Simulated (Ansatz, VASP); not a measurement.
## Two plane-wave programs on As2P3

```
P As
1.0
     4.60530    0.00000    0.00000
    -2.30265    3.98831    0.00000
     0.00000    0.00000    5.66125
P As
3 2
Direct
  0.00000 0.00000 0.00000
  0.33333 0.66667 0.80945
  0.66667 0.33333 0.19055
  0.33333 0.66667 0.22245
  0.66667 0.33333 0.77755
```

Alike in both runs: functional PBE; k mesh 12 × 12 × 6; occupations gaussian, width 0.1 eV; no spin polarisation.

Ansatz relaxed the structure, and its values are those at the end. VASP's run is a single point on that final structure, the one shown.

|  | VASP | Ansatz |
| --- | --- | --- |
| version | VASP 6.6.1 | Ansatz 0.2.0 |
| potentials or method | VASP PAW PBE potentials, release 64 (P, As), cutoff 520 eV | scalar-relativistic, plane waves, PAW |
| valence electrons in the cell | 25 | 45 |

```tsv
	VASP	Ansatz	Ansatz less VASP
gap on the k mesh at the Fermi level (eV)	none	none	-
pressure (GPa)	0.1	0.0	-0.05
rms of the force components (eV/Å)	0.007	0.000	-0.0068
```

A gap of «none» marks a metal or a gap that the smearing closes. VASP's potentials hold 25 valence electrons a cell and Ansatz's 45, so a difference there can come from the potentials and not from the codes.
